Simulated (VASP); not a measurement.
**HgTe: single point with PBE**

The system is HgTe.

```xyz
2
Lattice="0.0000 3.5056 3.2235 3.5056 0.0000 3.2235 3.5056 3.5056 0.0000" Properties=species:S:1:pos:R:3 pbc="T T T"
Hg    0.0000    0.0000    0.0000
Te    5.2583    5.2583    4.8353
```

This cell differs from its parent crystal: strain +0.0875 x Voigt [1, 1, 0, 0, 0, 0].

- Program: VASP 6.6.1
- Task: single point
- Functional: PBE
- Potentials or basis: VASP PAW PBE potentials, release 64 (Hg, Te)
- Cutoff: 520 eV
- k mesh: 14 × 14 × 14
- Occupations: gaussian, width 0.15 eV
- Spin: no spin polarisation

| Property | Result |
| --- | --- |
| Pressure | -2.1 GPa |

Stress tensor (GPa, compression positive):
```
-2.52  0.00  0.00
 0.00 -2.52  0.00
 0.00  0.00 -1.34
```

Levels at points of the mesh, in eV from the Fermi level:
```tsv
k point	band 7	band 8	band 9	band 10	band 11	band 12
(0.00, 0.00, 0.00)	-1.24	-0.22	-0.22	-0.02	4.35	4.38
(0.50, 0.00, 0.00)	-4.66	-0.99	-0.71	0.52	4.84	5.23
(0.50, 0.50, 0.00)	-4.53	-1.98	-1.98	1.40	2.59	7.84
(0.50, 0.00, 0.50)	-4.84	-1.76	-1.62	1.91	2.82	7.37
```

It took 8.5 min on 1 thread of AMD EPYC 7R13, with other jobs on the host, peak memory 0.43 GiB.

Caveat: the cell differs from its parent crystal (strain +0.0875 x Voigt [1, 1, 0, 0, 0, 0]); spin-orbit coupling is left out, which moves the levels of the heavy elements.
